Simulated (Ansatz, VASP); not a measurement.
## MgO: VASP beside Ansatz

Contents of INCAR:

```
SYSTEM = MgO
  ALGO = Normal
  EDIFF = 1E-7
  ENCUT = 520
  GGA = PS
  ISIF = 2
  ISMEAR = 0
  LASPH = .TRUE.
  LCHARG = .FALSE.
  LREAL = .FALSE.
  LWAVE = .FALSE.
  NBANDS = 26
  NELM = 80
  PREC = Accurate
  SIGMA = 0.05
```

The input KPOINTS:

```
k-points
0
G
  6 6 6
  0 0 0
```

File POSCAR:

```
MgO
1.0
    4.2142114404      0.0000000000      0.0000000000
    0.0000000000     -4.2142114404      0.0000000000
    0.0000000000      0.0000000000     -4.2142114404
Mg O
4 4
Direct
    0.0000000000      0.0000000000      0.0000000000
    0.5000000000      0.5000000000      0.0000000000
    0.5000000000      0.0000000000      0.5000000000
    0.0000000000      0.5000000000      0.5000000000
    0.5474584635      0.0000000000      0.0000000000
    0.0000000000      0.5000000000      0.0000000000
    0.0000000000      0.0000000000      0.5000000000
    0.5000000000      0.5000000000      0.5000000000
```

Input for Ansatz:

```yaml
crystal:
  lattice:
    - [4.2142114404, 0.0, 0.0]
    - [0.0, -4.2142114404, 0.0]
    - [0.0, 0.0, -4.2142114404]
  atoms:
    - { symbol: Mg, position: [0.0, 0.0, 0.0] }
    - { symbol: Mg, position: [0.5, 0.5, 0.0] }
    - { symbol: Mg, position: [0.5, 0.0, 0.5] }
    - { symbol: Mg, position: [0.0, 0.5, 0.5] }
    - { symbol: O, position: [0.5474584635, 0.0, 0.0] }
    - { symbol: O, position: [0.0, 0.5, 0.0] }
    - { symbol: O, position: [0.0, 0.0, 0.5] }
    - { symbol: O, position: [0.5, 0.5, 0.5] }
basis:
  ecutwfc: 420
kpoints:
  mp_grid: { grid: [6, 6, 6] }
hamiltonian:
  xc: pbesol
scf:
  occupations: { method: gaussian, width: 0.05 }
output:
  forces: true
  stress: true
  eigenvalues: true
```

Alike in both runs: task single point; functional PBEsol; k mesh 6 × 6 × 6; occupations gaussian, width 0.05 eV; no spin polarisation.

|  | VASP | Ansatz |
| --- | --- | --- |
| version | VASP 6.6.1 | Ansatz 0.2.0 |
| potentials or method | VASP PAW PBE potentials, release 64 (Mg, O), cutoff 520 eV | scalar-relativistic, plane waves, PAW |
| valence electrons in the cell | 32 | 64 |

Ansatz gave:

| Item | Value |
| --- | --- |
| gap on the k mesh at the Fermi level (eV) | 4.55 |
| least direct gap on the mesh (eV) | 4.55 |
| pressure (GPa) | 1.2 |
| traceless stress, the component that is largest in VASP (GPa) | 2.17 |
| rms of the force components (eV/Å) | 0.555 |

**Question.** Which values does VASP return?

**Answer.** gap on the k mesh at the Fermi level (eV): 4.55; least direct gap on the mesh (eV): 4.55; pressure (GPa): 0.7; traceless stress, the component that is largest in VASP (GPa): 2.20; rms of the force components (eV/Å): 0.562.

VASP's potentials were made for PBE, not for PBEsol. Atom by atom the forces differ by 0.007 eV/Å (rms over components). VASP's potentials hold 32 valence electrons a cell and Ansatz's 64, so a difference there can come from the potentials and not from the codes.
